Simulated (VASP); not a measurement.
Write the native input for VASP 6.6.1 that does the following.

```
Task                   : single point
Functional             : r2SCAN
Potentials or basis    : VASP PAW PBE potentials, release 64 (Sn_d, Te)
Cutoff                 : 520 eV
k mesh                 : 9 × 9 × 9
Occupations            : fermi-dirac, width 0.1 eV
Spin                   : no spin polarisation
Dipole correction      : no
Further INCAR settings : ALGO = Normal; EDIFF = 1e-06; NBANDS = 17
```

SnTe:

```
CELL_PARAMETERS angstrom
0.00000 3.24864 3.24864
3.24864 0.00000 3.24864
3.24864 3.24864 0.00000
ATOMIC_POSITIONS crystal
Sn 0.00000 0.00000 0.00000
Te 0.50000 0.50000 0.50000
```

These files were run (other wordings do the same):

POSCAR

```
SnTe
1.0
    0.0000000000      3.2486379800      3.2486379800
    3.2486379800      0.0000000000      3.2486379800
    3.2486379800      3.2486379800      0.0000000000
Sn Te
1 1
Direct
    0.0000000000      0.0000000000      0.0000000000
    0.5000000000      0.5000000000      0.5000000000
```

INCAR.step1

```
SYSTEM = SnTe
ALGO = Normal ; EDIFF = 1E-4
ENCUT = 520 ; GGA = PE
ISMEAR = -1 ; LASPH = .True.
LCHARG = .False. ; LREAL = .False.
LWAVE = .True. ; NBANDS = 17
NELM = 80 ; PREC = Accurate
SIGMA = 0.1
```

INCAR.step2

```
SYSTEM = SnTe
ALGO = Normal ; EDIFF = 1E-6
ENCUT = 520 ; ISIF = 2
ISMEAR = -1 ; ISTART = 1
LASPH = .True. ; LCHARG = .False.
LMIXTAU = .True. ; LREAL = .False.
LWAVE = .False. ; METAGGA = R2SCAN
NBANDS = 17 ; NELM = 80
PREC = Accurate ; SIGMA = 0.1
```

KPOINTS

```
k-points
0
Gamma
  9 9 9
  0 0 0
```

Potentials or basis: VASP PAW PBE potentials, release 64 (Sn_d, Te).

Command:

```bash
$ cat potpaw_PBE.64/Sn_d/POTCAR potpaw_PBE.64/Te/POTCAR > POTCAR
$ cp INCAR.step1 INCAR
$ mpirun -np 1 vasp_std > vasp.out
$ cp INCAR.step2 INCAR
$ mpirun -np 1 vasp_std > vasp.out
```

It gave:

| Quantity | Value |
| --- | --- |
| Pressure | -2.3 GPa |

Caveat: the PAW data sets were made with another functional, which shifts forces and pressure a little.

Wall time 2.6 min on 1 thread of Intel(R) Xeon(R) Platinum 8259CL CPU @ 2.50GHz (Skylake/Cascade Lake) (shared host), peak memory 0.23 GiB.
